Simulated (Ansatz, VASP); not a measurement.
# Two plane-wave programs on LiNbO3

File INCAR:

```
SYSTEM = LiNbO3
PREC = Accurate ; ENCUT = 520
EDIFF = 1E-6 ; ISMEAR = 0
SIGMA = 0.05 ; LREAL = .False.
LASPH = .True. ; NELM = 100
ALGO = Normal ; ISIF = 2
LWAVE = .False. ; LCHARG = .False.
GGA = PE ; NBANDS = 45
```

Contents of KPOINTS:

```
Automatic mesh
0
Gamma
  6 6 6
  0 0 0
```

Contents of POSCAR:

```
LiNbO3
1.0
    2.4573709731      1.4187637929      4.7933478202
   -2.4573709731      1.4187637929      4.7933478202
    0.0000000000     -2.8375275857      4.7933478202
Li Nb O
2 2 6
Direct
    0.2815913687      0.2815913687      0.2815913687
    0.7815913687      0.7815913687      0.7815913687
    0.0004900497      0.0004900497      0.0004900497
    0.5004900497      0.5004900497      0.5004900497
    0.1104619503      0.3580262714      0.7211003599
    0.7211003599      0.1104619503      0.3580262714
    0.3580262714      0.7211003599      0.1104619503
    0.2211003599      0.8580262714      0.6104619503
    0.8580262714      0.6104619503      0.2211003599
    0.6104619503      0.2211003599      0.8580262714
```

Input for Ansatz:

```yaml
crystal:
  lattice:
    - [2.4573709731, 1.4187637929, 4.7933478202]
    - [-2.4573709731, 1.4187637929, 4.7933478202]
    - [0.0, -2.8375275857, 4.7933478202]
  atoms:
    - { symbol: Li, position: [0.2815913687, 0.2815913687, 0.2815913687] }
    - { symbol: Li, position: [0.7815913687, 0.7815913687, 0.7815913687] }
    - { symbol: Nb, position: [0.0004900497, 0.0004900497, 0.0004900497] }
    - { symbol: Nb, position: [0.5004900497, 0.5004900497, 0.5004900497] }
    - { symbol: O, position: [0.1104619503, 0.3580262714, 0.7211003599] }
    - { symbol: O, position: [0.7211003599, 0.1104619503, 0.3580262714] }
    - { symbol: O, position: [0.3580262714, 0.7211003599, 0.1104619503] }
    - { symbol: O, position: [0.2211003599, 0.8580262714, 0.6104619503] }
    - { symbol: O, position: [0.8580262714, 0.6104619503, 0.2211003599] }
    - { symbol: O, position: [0.6104619503, 0.2211003599, 0.8580262714] }
basis:
  ecutwfc: 520.0
kpoints:
  mp_grid: { grid: [6, 6, 6] }
hamiltonian:
  xc: pbe
  pseudopotentials: { kind: paw, azcp: { folder: soft_1 } }
scf:
  occupations: { method: gaussian, width: 0.05 }
output:
  forces: true
  stress: true
  eigenvalues: true
```

Alike in both runs: task single point; functional PBE; k mesh 6 × 6 × 6; occupations gaussian, width 0.05 eV; no spin polarisation.

|  | VASP | Ansatz |
| --- | --- | --- |
| version | VASP 6.6.1 | Ansatz 0.2.0 |
| potentials or method | VASP PAW PBE potentials, release 64 (Li_sv, Nb_sv, O), cutoff 520 eV | scalar-relativistic, plane waves, PAW |
| valence electrons in the cell | 68 | 68 |

|  | VASP | Ansatz | Ansatz less VASP |
| --- | --- | --- | --- |
| gap on the k mesh at the Fermi level (eV) | 3.88 | 3.89 | +0.015 |
| least direct gap on the mesh (eV) | 3.88 | 3.90 | +0.015 |
| rms of the force components (eV/Å) | 0.800 | 0.789 | -0.0112 |

Atom by atom the forces differ by 0.021 eV/Å (rms over components).

Noted on VASP's run: the cutoff is short for stress, so the pressure is rough.
